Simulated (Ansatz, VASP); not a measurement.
# One calculation of Al2SiO, two programs

```
Al Si O
1.0
     3.30962    0.00000    0.00000
     0.00000    3.30962    0.00000
     0.00000    0.00000    4.83086
Al Si O
2 1 1
Direct
  0.50000 0.50000 0.68650
  0.50000 0.50000 0.31350
  0.50000 0.50000 0.00000
  0.00000 0.00000 0.50000
```

Alike in both runs: task single point; functional PBE; k mesh 6 × 6 × 4; occupations gaussian, width 0.1 eV; no spin polarisation.

|  | VASP | Ansatz |
| --- | --- | --- |
| version | VASP 6.6.1 | Ansatz 0.2.0 |
| potentials or method | VASP PAW PBE potentials, release 64 (Al, Si, O), cutoff 520 eV | scalar-relativistic, plane waves, PAW |
| valence electrons in the cell | 16 | 16 |

Ansatz gave:

```
gap on the k mesh at the Fermi level (eV) : none
rms of the force components (eV/Å)        : 9.201
```

Question: Which values does VASP return?

Answer: gap on the k mesh at the Fermi level (eV): none; rms of the force components (eV/Å): 9.429.

Atom by atom the forces differ by 0.228 eV/Å (rms over components). A gap of «none» marks a metal or a gap that the smearing closes.
